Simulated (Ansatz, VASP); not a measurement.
## Two plane-wave programs on S

```
CELL_PARAMETERS angstrom
1.67954 -5.08055 0.00000
1.67954 5.08055 0.00000
0.00000 0.00000 3.58268
ATOMIC_POSITIONS crystal
S 0.94509 0.05491 0.25000
S 0.05491 0.94509 0.75000
```

Alike in both runs: functional PBE; k mesh 18 × 18 × 14; occupations gaussian, width 0.1 eV; no spin polarisation.

Ansatz relaxed the structure, and its values are those at the end. VASP's run is a single point on that final structure, the one shown.

|  | VASP | Ansatz |
| --- | --- | --- |
| version | VASP 6.6.1 | Ansatz 0.2.0 |
| potentials or method | VASP PAW PBE potentials, release 64 (S), cutoff 520 eV | scalar-relativistic, plane waves, PAW |
| valence electrons in the cell | 12 | 12 |

```tsv
	VASP	Ansatz	Ansatz less VASP
gap on the k mesh at the Fermi level (eV)	none	none	-
pressure (GPa)	-0.2	0.0	+0.27
rms of the force components (eV/Å)	0.048	0.004	-0.0442
```

A gap of «none» marks a metal or a gap that the smearing closes.
